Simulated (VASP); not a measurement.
# KF (Fm-3m) in VASP: further runs

The runs below take KF through vibrations by perturbation theory, elastic constants, with PBE.

Program: VASP 6.6.1. These are calculated values, not measurements. Logs are shortened: lines on timing, memory, paths and dates and some standing lists are left out, and cuts for length are marked.

**1. The cell of the first run**

Symmetry: Fm-3m, No. 225, cubic system. The conventional cell has a = 5.421 Å, b = 5.421 Å, c = 5.421 Å, α = 90.00°, β = 90.00°, γ = 90.00°. K (site symmetry m-3m) has 6 F at 2.71 Å within 3.6 Å. Within 3.6 Å of F (site symmetry m-3m) lie 6 K at 2.71 Å.

**2. Vibrations by perturbation theory, PBE**

INCAR

```
PREC = Accurate ; ENCUT = 520
EDIFF = 1E-8 ; ISMEAR = 0
SIGMA = 0.01 ; LREAL = F
LASPH = T ; NELM = 100
ALGO = Normal ; ISIF = 2
LWAVE = F ; LCHARG = T
GGA = PE ; IBRION = 8
NSW = 1 ; LEPSILON = T
```

KPOINTS

```
regular mesh
0
Gamma
  8 8 8
```

POSCAR

```
KF
1.0
    0.0000000000      2.7102548202      2.7102548202
    2.7102548202      0.0000000000      2.7102548202
    2.7102548202      2.7102548202      0.0000000000
K F
1 1
Direct
    0.5000000000      0.5000000000      0.5000000000
    0.0000000000      0.0000000000      0.0000000000
```

Potentials or basis: VASP PAW PBE potentials, release 64 (K_sv, F).

The run is started by

```sh
$ cat potpaw_PBE.64/K_sv/POTCAR potpaw_PBE.64/F/POTCAR > POTCAR
$ mpirun -np 1 vasp_std > vasp.out
```

OUTCAR:

```text
PREC = Accurate
   ENCUT = 520
   EDIFF = 1E-8
   ISMEAR = 0
   LREAL = F
   LASPH = T
   NELM = 100
   ISIF = 2
   GGA = PE
   IBRION = 8
   NSW = 1
   LEPSILON = T

 ion  position               nearest neighbor table
   1  0.500  0.500  0.500-   2 2.71   2 2.71   2 2.71   2 2.71   2 2.71   2 2.71
   2  0.000  0.000  0.000-   1 2.71   1 2.71   1 2.71   1 2.71   1 2.71   1 2.71

  LATTYP: Found a face centered cubic cell.
 ALAT       =     5.4205096404

  Lattice vectors:

 A1 = (   0.0000000000,   2.7102548202,   2.7102548202)
 A2 = (   2.7102548202,   0.0000000000,   2.7102548202)
 A3 = (   2.7102548202,   2.7102548202,   0.0000000000)

Analysis of symmetry for initial positions (statically):
=====================================================================
 Subroutine PRICEL returns:
 Original cell was already a primitive cell.

 Routine SETGRP: Setting up the symmetry group for a
 face centered cubic supercell.

 Subroutine GETGRP returns: Found 48 space group operations
 (whereof 48 operations were pure point group operations)
 out of a pool of 48 trial point group operations.

The static configuration has the point symmetry O_h .

Analysis of symmetry for dynamics (positions and initial velocities):
=====================================================================
 Subroutine PRICEL returns:
 Original cell was already a primitive cell.

 Routine SETGRP: Setting up the symmetry group for a
 face centered cubic supercell.

 Subroutine GETGRP returns: Found 48 space group operations
 (whereof 48 operations were pure point group operations)
 out of a pool of 48 trial point group operations.

The dynamic configuration has the point symmetry O_h .

 Subroutine INISYM returns: Found 48 space group operations
 (whereof 48 operations are pure point group operations),
 and found     1 'primitive' translations

----------------------------------------------------------------------------------------

                                     Primitive cell

  volume of cell :      39.8163

  direct lattice vectors                    reciprocal lattice vectors
     0.000000000  2.710254820  2.710254820    -0.184484498  0.184484498  0.184484498
     2.710254820  0.000000000  2.710254820     0.184484498 -0.184484498  0.184484498
     2.710254820  2.710254820  0.000000000     0.184484498  0.184484498 -0.184484498

  length of vectors
     3.832879124  3.832879124  3.832879124     0.319536524  0.319536524  0.319536524

  position of ions in fractional coordinates (direct lattice)
     0.500000000  0.500000000  0.500000000
     0.000000000  0.000000000  0.000000000

  ion indices of the primitive-cell ions
   primitive index   ion index
                 1           1
                 2           2

----------------------------------------------------------------------------------------

 KPOINTS: regular mesh

Automatic generation of k-mesh.
 Grid dimensions read from file:
 generate k-points for:    8    8    8

 Generating k-lattice:

  Cartesian coordinates                     Fractional coordinates (reciprocal lattice)
    -0.023060562  0.023060562  0.023060562     0.125000000  0.000000000  0.000000000
     0.023060562 -0.023060562  0.023060562     0.000000000  0.125000000  0.000000000
[... 510 lines left out ...]
  free energy    TOTEN  =        -0.11644219 eV

  energy without entropy =       -0.11644219

------------------------ aborting loop because EDIFF is reached ----------------------------------------

--------------------------------------- Ionic step        2  -------------------------------------------

------------------------ aborting loop because EDIFF is reached ----------------------------------------

--------------------------------------- Ionic step        3  -------------------------------------------

------------------------ aborting loop because EDIFF is reached ----------------------------------------

 PIEZOELECTRIC TENSOR FIELD DIRECTION 3  (e Angst)
 -----------------------------------------------------------------------------
    -0.00008  0.00000  0.00000           ( -0.00000  0.00000 -0.00000)
     0.00000 -0.00008 -0.00000           (  0.00000 -0.00000  0.00000)
     0.00000 -0.00000 -0.00021           ( -0.00000  0.00000 -0.00001)

 PIEZOELECTRIC TENSOR FIELD DIRECTION 3  (C/m^2)
 -----------------------------------------------------------------------------
    -0.00003  0.00000  0.00000
     0.00000 -0.00003 -0.00000
     0.00000 -0.00000 -0.00008

--------------------------------------- Ionic step        4  -------------------------------------------

------------------------ aborting loop because EDIFF is reached ----------------------------------------

[... ionic steps 5 to 6 ...]

--------------------------------------- Ionic step        7  -------------------------------------------

 Free energy of the ion-electron system (eV)
  ---------------------------------------------------
  ---------------------------------------------------
  free energy    TOTEN  =        -0.53603686 eV

  energy without entropy =       -0.53603686

------------------------ aborting loop because EDIFF is reached ----------------------------------------

 INTERNAL STRAIN TENSOR  FOR ION    2  DIRECTION 1   (eV/Angst):
 -----------------------------------------------------------------------------
    -0.01069 -0.00000  0.00000
    -0.00000  0.00299  0.00000
     0.00000  0.00000  0.00299

 MACROSCOPIC STATIC DIELECTRIC TENSOR (including local field effects in DFT)
 ------------------------------------------------------
           1.955325     0.000000     0.000000
           0.000000     1.955325     0.000000
          -0.000000     0.000000     1.955325
 ------------------------------------------------------

 PIEZOELECTRIC TENSOR (including local field effects)  for field in x, y, z        (e  Angst)
          XX          YY          ZZ          XY          YZ          ZX
  --------------------------------------------------------------------------------
  x     0.00000     0.00000     0.00000     0.00000     0.00000     0.00000
  y     0.00000     0.00000     0.00000     0.00000     0.00000     0.00000
  z     0.00000     0.00000     0.00000     0.00000     0.00000     0.00000

 PIEZOELECTRIC TENSOR (including local field effects)  for field in x, y, z        (C/m^2)
          XX          YY          ZZ          XY          YZ          ZX
  --------------------------------------------------------------------------------
  x     0.00000     0.00000     0.00000     0.00000     0.00000     0.00000
  y     0.00000     0.00000     0.00000     0.00000     0.00000     0.00000
  z     0.00000     0.00000     0.00000     0.00000     0.00000     0.00000

 BORN EFFECTIVE CHARGES (including local field effects) (in |e|, cummulative output)
 ---------------------------------------------------------------------------------
 ion    1
    1     1.13252     0.00000     0.00000
    2     0.00000     1.13252     0.00000
    3    -0.00000     0.00000     1.13252
 ion    2
    1    -1.13252    -0.00000    -0.00000
    2     0.00000    -1.13252    -0.00000
    3     0.00000    -0.00000    -1.13252

 INTERNAL STRAIN TENSOR FOR ION    2 for displacements in x,y,z  (eV/Angst):
          X           Y           Z          XY          YZ          ZX
  --------------------------------------------------------------------------------
  x     0.00000     0.00000     0.00000     0.00000     0.00000     0.00000
  y     0.00000     0.00000     0.00000     0.00000     0.00000     0.00000
  z     0.00000     0.00000     0.00000     0.00000     0.00000     0.00000

 SECOND DERIVATIVES (NOT SYMMETRIZED)
 ------------------------------------
               1X          1Y          1Z          2X          2Y          2Z
  1X    -1.331270    0.000000    0.000000    1.331270    0.000000    0.000000
  1Y     0.000000   -1.331270    0.000000    0.000000    1.331270    0.000000
  1Z     0.000000    0.000000   -1.331270    0.000000    0.000000    1.331270
  2X     1.297477    0.000000    0.000000   -1.297477    0.000000    0.000000
  2Y     0.000000    1.297477    0.000000    0.000000   -1.297477    0.000000
  2Z     0.000000    0.000000    1.297477    0.000000    0.000000   -1.297477

 Eigenvectors and eigenvalues of the dynamical matrix
 ----------------------------------------------------

   1 f  =    5.001405 THz    31.424752 2PiTHz  166.828903 cm-1    20.684138 meV
             X         Y         Z           dx          dy          dz
      2.710255  2.710255  2.710255    -0.576807   -0.000000   -0.000000
      0.000000  0.000000  0.000000     0.816881   -0.000000    0.000000
[... 21 lines left out ...]
   6 f/i=    0.030295 THz     0.190350 2PiTHz    1.010536 cm-1     0.125290 meV
             X         Y         Z           dx          dy          dz
      2.710255  2.710255  2.710255     0.477061    0.460564   -0.477061
      0.000000  0.000000  0.000000     0.336857    0.325209   -0.336857

--------------------------------------------------------------------------------------------------------

 MACROSCOPIC STATIC DIELECTRIC TENSOR IONIC CONTRIBUTION
 ------------------------------------------------------
           4.434512    -0.000000    -0.000000
          -0.000000     4.434512     0.000000
          -0.000000     0.000000     4.434512
 ------------------------------------------------------

 ELASTIC MODULI CONTR FROM IONIC RELAXATION (kBar)
 Direction    XX          YY          ZZ          XY          YZ          ZX
 --------------------------------------------------------------------------------
 XX           0.0000      0.0000      0.0000      0.0000      0.0000      0.0000
 YY           0.0000      0.0000      0.0000      0.0000      0.0000      0.0000
 ZZ           0.0000      0.0000      0.0000      0.0000      0.0000      0.0000
 XY           0.0000      0.0000      0.0000      0.0000      0.0000      0.0000
 YZ           0.0000      0.0000      0.0000      0.0000      0.0000      0.0000
 ZX           0.0000      0.0000      0.0000      0.0000      0.0000      0.0000
 --------------------------------------------------------------------------------

 PIEZOELECTRIC TENSOR IONIC CONTR  for field in x, y, z        (C/m^2)
          XX          YY          ZZ          XY          YZ          ZX
  --------------------------------------------------------------------------------
  x     0.00000     0.00000     0.00000     0.00000     0.00000     0.00000
  y     0.00000     0.00000     0.00000     0.00000     0.00000     0.00000
  z     0.00000     0.00000     0.00000     0.00000     0.00000     0.00000
```

Run time: 5 min. Hardware: 1 thread of AMD EPYC 9R45 (Zen 5), shared host; peak memory 0.2 GiB.

Results:

| Item | Value |
| --- | --- |
| Electronic dielectric tensor (diagonal) | 1.96 |
| Born charges (mean of the diagonal) | K +1.13; F -1.13 e |
| Highest phonon frequency at Γ, LO-TO splitting left out | 167 cm⁻¹ |

Phonon frequencies in cm⁻¹ (negative: imaginary):
```tsv
q point	frequencies
(0.000, 0.000, 0.000)	-1 -1 -1 167 167 167
```

Electronic dielectric tensor:
```
1.96 0.00 0.00
0.00 1.96 0.00
0.00 0.00 1.96
```

Born effective charge tensors (e):
atom 1, K
```
1.13 0.00 0.00
0.00 1.13 0.00
0.00 0.00 1.13
```
atom 2, F
```
-1.13  0.00  0.00
 0.00 -1.13  0.00
 0.00  0.00 -1.13
```

**3. Elastic constants, PBE**

INCAR

```
SYSTEM = KF
PREC = Accurate
ENCUT = 600
EDIFF = 1E-8
ISMEAR = 0
SIGMA = 0.01
LREAL = .False.
LASPH = .True.
NELM = 60
ALGO = Normal
ISIF = 3
LWAVE = .False.
LCHARG = .False.
GGA = PE
IBRION = 6
NFREE = 2
POTIM = 0.015
NSW = 1
```

KPOINTS

```
Automatic mesh
0
Gamma
  8 8 8
  0 0 0
```

POSCAR is that of step 2.

Potentials or basis: VASP PAW PBE potentials, release 64 (K_sv, F).

The run is started by

```sh
$ cat potpaw_PBE.64/K_sv/POTCAR potpaw_PBE.64/F/POTCAR > POTCAR
$ mpirun -np 1 vasp_std > vasp.out
```

OUTCAR:

```text
SYSTEM = KF
   PREC = Accurate
   ENCUT = 600
   EDIFF = 1E-8
   ISMEAR = 0
   LREAL = .False.
   LASPH = .True.
   NELM = 60
   ISIF = 3
   GGA = PE
   IBRION = 6
   NFREE = 2
   POTIM = 0.015
   NSW = 1

 ion  position               nearest neighbor table
   1  0.500  0.500  0.500-   2 2.71   2 2.71   2 2.71   2 2.71   2 2.71   2 2.71
[... 811 lines left out ...]
      2.710255  2.710255  2.710255    -0.573519   -0.000000   -0.000000
      0.000000  0.000000  0.000000     0.819192    0.000000    0.000000
[... 21 lines left out ...]
   6 f/i=    0.010242 THz     0.064350 2PiTHz    0.341623 cm-1     0.042356 meV
             X         Y         Z           dx          dy          dz
      2.710255  2.710255  2.710255     0.000000    0.000000    0.819192
      0.000000  0.000000  0.000000     0.000000    0.000000    0.573519

--------------------------------------------------------------------------------------------------------

 ELASTIC MODULI CONTR FROM IONIC RELAXATION (kBar)
 Direction    XX          YY          ZZ          XY          YZ          ZX
 --------------------------------------------------------------------------------
 XX           0.0000      0.0000      0.0000      0.0000      0.0000      0.0000
 YY           0.0000      0.0000      0.0000      0.0000      0.0000      0.0000
 ZZ           0.0000      0.0000      0.0000      0.0000      0.0000      0.0000
 XY           0.0000      0.0000      0.0000      0.0000      0.0000      0.0000
 YZ           0.0000      0.0000      0.0000      0.0000      0.0000      0.0000
 ZX           0.0000      0.0000      0.0000      0.0000      0.0000      0.0000
 --------------------------------------------------------------------------------

 TOTAL ELASTIC MODULI (kBar)
 Direction    XX          YY          ZZ          XY          YZ          ZX
 --------------------------------------------------------------------------------
 XX         600.6459    136.2035    136.2035      0.0000      0.0000     -0.0000
 YY         136.2035    600.6459    136.2035     -0.0000      0.0000     -0.0000
 ZZ         136.2035    136.2035    600.6459      0.0000     -0.0000      0.0000
 XY           0.0000     -0.0000      0.0000    133.0717      0.0000      0.0000
 YZ           0.0000      0.0000     -0.0000      0.0000    133.0717      0.0000
 ZX          -0.0000     -0.0000      0.0000      0.0000      0.0000    133.0717
 --------------------------------------------------------------------------------
```

stdout:

```text
POSCAR found type information on POSCAR K F
 POSCAR found :  2 types and       2 ions
 scaLAPACK will be used
 LDA part: xc-table for (Slater+PW92), standard interpolation
 POSCAR, INCAR and KPOINTS ok, starting setup
 FFT: planning ... GRIDC
 FFT: planning ... GRID_SOFT
 FFT: planning ... GRID
 WAVECAR not read
 entering main loop
 Found     2 degrees of freedom:
 Adding 6 more for cell shape distortion
 Finite differences POTIM= 0.01500 DOF=   8
 bond charge predicted
 Finite differences progress:
 bond charge predicted
 Finite differences progress:
 bond charge predicted
 Finite differences progress:
 bond charge predicted
 Finite differences progress:
 bond charge predicted
 Finite differences progress:
 bond charge predicted
 Finite differences progress:
 bond charge predicted
 Finite differences progress:
 bond charge predicted
 Finite differences progress:
 bond charge predicted
 Finite differences progress:
 bond charge predicted
 Finite differences progress:
 bond charge predicted
 Finite differences progress:
 bond charge predicted
 Finite differences progress:
 bond charge predicted
 Finite differences progress:
 bond charge predicted
 Finite differences progress:
 bond charge predicted
 Finite differences progress:
 bond charge predicted
 Finite differences progress:
```

It took 7.3 min on 1 thread of AMD EPYC 9R45 (Zen 5), shared host; peak memory 0.27 GiB.

What came out:

```yaml
Elastic_constants_C11_C12_C44: 60, 14, 13 GPa
Voigt_bulk_modulus: 29 GPa
Highest_phonon_frequency_at_Γ_LO-TO_splitting_left_out: 168 cm⁻¹
```

Phonon frequencies in cm⁻¹ (negative: imaginary):
```
              q point        frequencies
(0.000, 0.000, 0.000)  0 0 0 168 168 168
```

Elastic tensor in Voigt notation (GPa, in the Cartesian axes of the cell as first typed):
```
60 14 14  0  0  0
14 60 14  0  0  0
14 14 60  0  0  0
 0  0  0 13  0  0
 0  0  0  0 13  0
 0  0  0  0  0 13
```

Clamped-ion elastic tensor (GPa):
```
60 14 14  0  0  0
14 60 14  0  0  0
14 14 60  0  0  0
 0  0  0 13  0  0
 0  0  0  0 13  0
 0  0  0  0  0 13
```
